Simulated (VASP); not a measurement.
# BeTe (F-43m) in VASP: a series of runs

BeTe is run at these levels: r2SCAN; tasks: relaxation of the atoms, single point.

All numbers are computed with VASP 6.6.1; they aren't measurements. Logs are shortened: lines on timing, memory, paths and dates and some standing lists are left out, and cuts for length are marked.

## (1) The cell of the first run

The structure is cubic, space group F-43m (No. 216). The conventional cell has a = 5.731 Å, b = 5.731 Å, c = 5.731 Å, α = 90.00°, β = 90.00°, γ = 90.00°. Be (site symmetry -43m) has 4 Te at 2.48 Å within 3.3 Å. Te (site symmetry -43m) has 4 Be at 2.48 Å within 3.3 Å.

## (2) Relaxation of the atoms, r2SCAN

The input, POSCAR:

```
BeTe
1.0
    0.0000000000      2.8656607500      2.8656607500
    2.8656607500      0.0000000000      2.8656607500
    2.8656607500      2.8656607500      0.0000000000
Be Te
1 1
Direct
    0.0000000000      0.0000000000      0.0000000000
    0.2500000000      0.2500000000      0.2500000000
```

The input, INCAR.step1:

```
PREC = Accurate
ENCUT = 520
ISMEAR = -1
SIGMA = 0.02
LREAL = F
LASPH = T
NELM = 100
GGA = PE
ALGO = Normal
EDIFF = 1E-4
LWAVE = T
LCHARG = F
```

The input, INCAR.step2:

```
PREC = Accurate
ENCUT = 520
EDIFF = 1E-6
ISMEAR = -1
SIGMA = 0.02
LREAL = F
LASPH = T
NELM = 100
ALGO = Normal
ISIF = 2
LWAVE = F
LCHARG = F
METAGGA = R2SCAN
LMIXTAU = T
IBRION = 2
NSW = 50
EDIFFG = -0.01
ISTART = 1
```

The input, KPOINTS:

```
regular mesh
0
Gamma
  8 8 8
```

Potentials or basis: VASP PAW PBE potentials, release 64 (Be, Te).

Run with:

```
$ cat potpaw_PBE.64/Be/POTCAR potpaw_PBE.64/Te/POTCAR > POTCAR
$ cp INCAR.step1 INCAR
$ mpirun -np 1 vasp_std > vasp.out
$ cp INCAR.step2 INCAR
$ mpirun -np 1 vasp_std > vasp.out
```

OUTCAR:

```text
PREC = Accurate
   ENCUT = 520
   EDIFF = 1E-6
   ISMEAR = -1
   LREAL = F
   LASPH = T
   NELM = 100
   ISIF = 2
   METAGGA = R2SCAN
   IBRION = 2
   NSW = 50
   EDIFFG = -0.01
   ISTART = 1

 ion  position               nearest neighbor table
   1  0.000  0.000  0.000-   2 2.48   2 2.48   2 2.48   2 2.48
   2  0.250  0.250  0.250-   1 2.48   1 2.48   1 2.48   1 2.48

  LATTYP: Found a face centered cubic cell.
 ALAT       =     5.7313215000

  Lattice vectors:

 A1 = (   0.0000000000,   2.8656607500,   2.8656607500)
 A2 = (   2.8656607500,   0.0000000000,   2.8656607500)
 A3 = (   2.8656607500,   2.8656607500,   0.0000000000)

Analysis of symmetry for initial positions (statically):
=====================================================================
 Subroutine PRICEL returns:
 Original cell was already a primitive cell.

 Routine SETGRP: Setting up the symmetry group for a
 face centered cubic supercell.

 Subroutine GETGRP returns: Found 24 space group operations
 (whereof 24 operations were pure point group operations)
 out of a pool of 48 trial point group operations.

The static configuration has the point symmetry T_d .

Analysis of symmetry for dynamics (positions and initial velocities):
=====================================================================
 Subroutine PRICEL returns:
 Original cell was already a primitive cell.

 Routine SETGRP: Setting up the symmetry group for a
 face centered cubic supercell.

 Subroutine GETGRP returns: Found 24 space group operations
 (whereof 24 operations were pure point group operations)
 out of a pool of 48 trial point group operations.

The dynamic configuration has the point symmetry T_d .

 Subroutine INISYM returns: Found 24 space group operations
 (whereof 24 operations are pure point group operations),
 and found     1 'primitive' translations

----------------------------------------------------------------------------------------

                                     Primitive cell

  volume of cell :      47.0657

  direct lattice vectors                    reciprocal lattice vectors
     0.000000000  2.865660750  2.865660750    -0.174479830  0.174479830  0.174479830
     2.865660750  0.000000000  2.865660750     0.174479830 -0.174479830  0.174479830
[... 82 lines left out ...]
   LASPH  =      T    aspherical Exc in radial PAW
   ENCUT  =  520.0 eV  38.22 Ry    6.18 a.u.   7.54  7.54  7.54*2*pi/ulx,y,z
   NELM   =    100;   NELMIN=  2; NELMDL=  0     # of ELM steps
   EDIFF  = 0.1E-05   stopping-criterion for ELM
   LREAL  =      F    real-space projection
   EDIFFG = -.1E-01   stopping-criterion for IOM
   NSW    =     50    number of steps for IOM
   IBRION =      2    ionic relax: 0-MD 1-quasi-New 2-CG
   NFREE  =      1    steps in history (QN), initial steepest desc. (CG)
   ISIF   =      2    stress and relaxation
   ISYM   =      2    0-nonsym 1-usesym 2-fastsym
   POTIM  = 0.5000    time-step for ionic-motion
   TEBEG  =    0.0;   TEEND  =   0.0 temperature during run
   PSTRESS=    0.0 pullay stress
   NELECT =       8.0000    total number of electrons
   NUPDOWN=      -1.0000    fix difference up-down
   EMIN   =  10.00;   EMAX   =-10.00  energy-range for DOS
   EFERMI =   0.00;   METHOD = LEGACY
   ISMEAR =    -1;   SIGMA  =   0.02  broadening in eV -4-tet -1-fermi 0-gaus
   EFERMI_NEDOS =   21; number of points for ismear=-14 and -15
   IALGO  =     38    algorithm
   IMIX   =      4    mixing-type and parameters
     AMIX     =   0.40;   BMIX     =  1.00
     AMIX_MAG =   1.60;   BMIX_MAG =  1.00
  volume/ion in A,a.u.               =      23.53       158.81
  Fermi-wavevector in a.u.,A,eV,Ry     =   0.906853  1.713703 11.189182  0.822382
  Thomas-Fermi vector in A             =   2.030590
   LORBIT       =      0    0 simple, 1 ext, 2 COOP (PROOUT), +10 PAW based schemes
   METAGGA = R2SCAN    functional components
   LHFCALC =     F    Hartree Fock is set to
   AEXX    =    0.0000 exact exchange contribution
   IVDW    =     0    specifies the selected vdW correction
   LEPSILON=     F    determine dielectric tensor
   LRPA    =     F    only Hartree local field effects (RPA)
 conjugate gradient relaxation of ions
 non-spin polarized calculation
  energy-cutoff  :      520.00
  volume of cell :       47.07
 maximum number of plane-waves:      1283
   NGX = 15   NGY = 15   NGZ = 15

 number of electron       8.0000000 magnetization

 Free energy of the ion-electron system (eV)
  ---------------------------------------------------
  ext. energy  EPLUGINS =         0.00000000
  ---------------------------------------------------
  free energy    TOTEN  =       -30.67429358 eV

  energy without entropy =      -30.67429358  energy(sigma->0) =      -30.67429358

 E-fermi :   4.7529     XC(G=0):  -9.2613

 val. band max:        4.3582604257   @ k =   0.0000   0.0000   0.0000
 cond. band min:       6.8188086260   @ k =   0.5000   0.5000   0.0000
 fundamental gap:      2.4605482002
 Fermi energy:         4.7529331147

 k-point     1 :       0.0000    0.0000    0.0000
  band No.  band energies     occupation
      1      -8.0776      2.00000
      2       4.3582      2.00000
      3       4.3583      2.00000
      4       4.3583      2.00000
      5       8.4249      0.00000
      6       8.4249      0.00000
      7       8.4249      0.00000
      8       8.4648      0.00000
[... 243 lines left out ...]
 k-point    24 :      -0.3750    0.2500    0.1250
  band No.  band energies     occupation
      1      -6.5333      2.00000
      2      -0.6622      2.00000
      3       1.5575      2.00000
      4       2.5441      2.00000
      5       9.0030      0.00000
      6       9.1428      0.00000
      7      11.4623      0.00000
      8      12.6096      0.00000

 [... further k-points ...]
[... 5 lines left out ...]
  --------------------------------------------------------------------------------------
  -------------------------------------------------------------------------------------
  Total       -0.5954889     -0.5954889     -0.5954889      0.0000000     -0.0000000     -0.0000000
  in kB      -20.2712216    -20.2712216    -20.2712216      0.0000000     -0.0000000     -0.0000000
  external PRESSURE =     -20.2712216 kB  Pullay stress =       0.0000000 kB

 VOLUME and BASIS-vectors are now :
 -----------------------------------------------------------------------------
  energy-cutoff  :      520.00
  volume of cell :       47.07
      direct lattice vectors                 reciprocal lattice vectors
     0.000000000  2.865660750  2.865660750    -0.174479830  0.174479830  0.174479830
     2.865660750  0.000000000  2.865660750     0.174479830 -0.174479830  0.174479830
     2.865660750  2.865660750  0.000000000     0.174479830  0.174479830 -0.174479830

 POSITION                                       TOTAL-FORCE (eV/Angst)
 -----------------------------------------------------------------------------------
      0.00000      0.00000      0.00000         0.000000      0.000000      0.000000
      1.43283      1.43283      1.43283        -0.000000     -0.000000     -0.000000
 -----------------------------------------------------------------------------------
    total drift:                                0.000000      0.000000      0.000000

  FREE ENERGIE OF THE ION-ELECTRON SYSTEM (eV)
  ---------------------------------------------------
  free  energy   TOTEN  =       -30.6742935826 eV

  energy  without entropy=      -30.6742935826  energy(sigma->0) =      -30.67429358

 reached required accuracy - stopping structural energy minimisation
```

OUTCAR.step1:

```text
PREC = Accurate
   ENCUT = 520
   ISMEAR = -1
   LREAL = F
   LASPH = T
   NELM = 100
[... 482 lines left out ...]
 -----------------------------------------------------------------------------------
      0.00000      0.00000      0.00000         0.000000      0.000000      0.000000
      1.43283      1.43283      1.43283        -0.000000     -0.000000     -0.000000
 -----------------------------------------------------------------------------------
    total drift:                                0.000000      0.000000      0.000000

  FREE ENERGIE OF THE ION-ELECTRON SYSTEM (eV)
  ---------------------------------------------------
  free  energy   TOTEN  =        -7.6158913198 eV

  energy  without entropy=       -7.6158913198  energy(sigma->0) =       -7.61589132
```

OSZICAR.step1:

```text
N       E                     dE             d eps       ncg     rms          rms(c)
DAV:   1     0.209397191220E+02    0.20940E+02   -0.33845E+03   464   0.808E+02
DAV:   2    -0.696934005371E+01   -0.27909E+02   -0.27369E+02   640   0.983E+01
DAV:   3    -0.770483860233E+01   -0.73550E+00   -0.73550E+00   568   0.218E+01
DAV:   4    -0.771187555624E+01   -0.70370E-02   -0.70370E-02   688   0.233E+00
DAV:   5    -0.771189980406E+01   -0.24248E-04   -0.24248E-04   616   0.104E-01    0.381E+00
DAV:   6    -0.763805915721E+01    0.73841E-01   -0.96988E-02   520   0.156E+00    0.231E+00
DAV:   7    -0.761491825532E+01    0.23141E-01   -0.93142E-02   608   0.166E+00    0.385E-01
DAV:   8    -0.761560278019E+01   -0.68452E-03   -0.48617E-03   552   0.484E-01    0.667E-02
DAV:   9    -0.761585490831E+01   -0.25213E-03   -0.31076E-04   616   0.134E-01    0.211E-02
DAV:  10    -0.761589131976E+01   -0.36411E-04   -0.46463E-05   440   0.424E-02
   1 F= -.76158913E+01 E0= -.76158913E+01  d E =-.280255E-11
```

Wall time 27 s (1 thread of Intel Xeon 6975P-C, shared host); peak memory 0.18 GiB.

What came out:

* Free energy: -30.6743 eV
* Pressure after relaxing: -2.0 GPa
* Band gap on the k mesh: 2.46 eV, indirect (least direct gap 4.07 eV)

Final structure:
```yaml
crystal:
  lattice:
    - [0.00000, 2.86566, 2.86566]
    - [2.86566, 0.00000, 2.86566]
    - [2.86566, 2.86566, 0.00000]
  atoms:
    - { symbol: Be, position: [0.00000, 0.00000, 0.00000] }
    - { symbol: Te, position: [0.25000, 0.25000, 0.25000] }
```

Caveat: the relaxation stopped at its first step, so nothing moved; the PAW data sets were made with another functional, which shifts forces and pressure a little; spin-orbit coupling is left out, which moves the levels of the heavy elements.

## (3) Single point, r2SCAN

This run uses another cell than the first one, of 21.27 Å³/atom, 0.904 times its volume.

The input, POSCAR:

```
BeTe
1.0
    0.0000000000      2.7707006900      2.7707006900
    2.7707006900      0.0000000000      2.7707006900
    2.7707006900      2.7707006900      0.0000000000
Be Te
1 1
Direct
    0.0000000000      0.0000000000      0.0000000000
    0.2500000000      0.2500000000      0.2500000000
```

The input, INCAR.step1:

```
SYSTEM = BeTe
PREC = Accurate ; ENCUT = 520
ISMEAR = -1 ; SIGMA = 0.02
LREAL = .False. ; LASPH = .True.
NELM = 60 ; NBANDS = 11
GGA = PE ; ALGO = Normal
EDIFF = 1E-4 ; LWAVE = .True.
LCHARG = .False.
```

The input, INCAR.step2:

```
SYSTEM = BeTe
PREC = Accurate ; ENCUT = 520
EDIFF = 1E-7 ; ISMEAR = -1
SIGMA = 0.02 ; LREAL = .False.
LASPH = .True. ; NELM = 60
ALGO = Normal ; ISIF = 2
LWAVE = .False. ; LCHARG = .False.
METAGGA = R2SCAN ; LMIXTAU = .True.
NBANDS = 11 ; ISTART = 1
```

The input, KPOINTS:

```
Automatic mesh
0
Gamma
  8 8 8
  0 0 0
```

Potentials or basis: VASP PAW PBE potentials, release 64 (Be, Te).

Run with:

```
$ cat potpaw_PBE.64/Be/POTCAR potpaw_PBE.64/Te/POTCAR > POTCAR
$ cp INCAR.step1 INCAR
$ mpirun -np 1 vasp_std > vasp.out
$ cp INCAR.step2 INCAR
$ mpirun -np 1 vasp_std > vasp.out
```

It took 60 s on 1 thread of Intel Xeon Platinum 8259CL at 2.50GHz (Skylake/Cascade Lake), shared host; peak memory 0.18 GiB.

It converged, with:

```yaml
Free_energy: -30.6476 eV
Pressure: 4.4 GPa
Band_gap_on_the_k_mesh: 2.21 eV, indirect (least direct gap 3.96 eV)
```

Levels at points of the mesh, in eV from the valence-band top:
```tsv
k point	band 1	band 2	band 3	band 4	band 5	band 6	band 7	band 8
(0.00, 0.00, 0.00)	-13.14	0.00	0.00	0.00	3.96	3.96	3.96	4.90
(0.50, 0.00, 0.00)	-11.56	-6.10	-1.26	-1.26	3.69	4.98	4.98	8.46
(0.50, 0.50, 0.00)	-10.98	-5.63	-2.94	-2.94	2.21	2.91	10.89	10.89
```

Caveat: the PAW data sets were made with another functional, which shifts forces and pressure a little; spin-orbit coupling is left out, which moves the levels of the heavy elements. A k mesh can miss the band edges.
